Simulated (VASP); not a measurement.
Input of a VASP 6.6.1 run:

Contents of INCAR:

```
ALGO = Normal ; EDIFF = 1E-6
ENCUT = 500 ; GGA = CA
GGA_COMPAT = F ; ISIF = 2
ISMEAR = 0 ; LASPH = T
LCHARG = F ; LREAL = F
LWAVE = F ; NBANDS = 11
NELM = 120 ; PREC = Accurate
SIGMA = 0.01
```

The input KPOINTS:

```
k-points
0
Gamma
  10 10 10
```

The input POSCAR:

```
Si
1.0
    0.0000000000      2.7008716986      2.7008716986
    2.7008716986      0.0000000000      2.7008716986
    2.7008716986      2.7008716986      0.0000000000
Si
2
Direct
    0.0000000000      0.0000000000      0.0000000000
    0.2500000000      0.2500000000      0.2500000000
```

Potentials or basis: VASP PAW LDA potentials, release 64 (Si).

Launch:

```console
$ cat potpaw_LDA.64/Si/POTCAR > POTCAR
$ mpirun -np 1 vasp_std > vasp.out
```

(1) Estimate the band gap on the k mesh.

(2) Estimate the pressure.

Answers

(1) 0.45 eV, indirect (least direct gap 2.53 eV).

(2) 0.1 GPa.
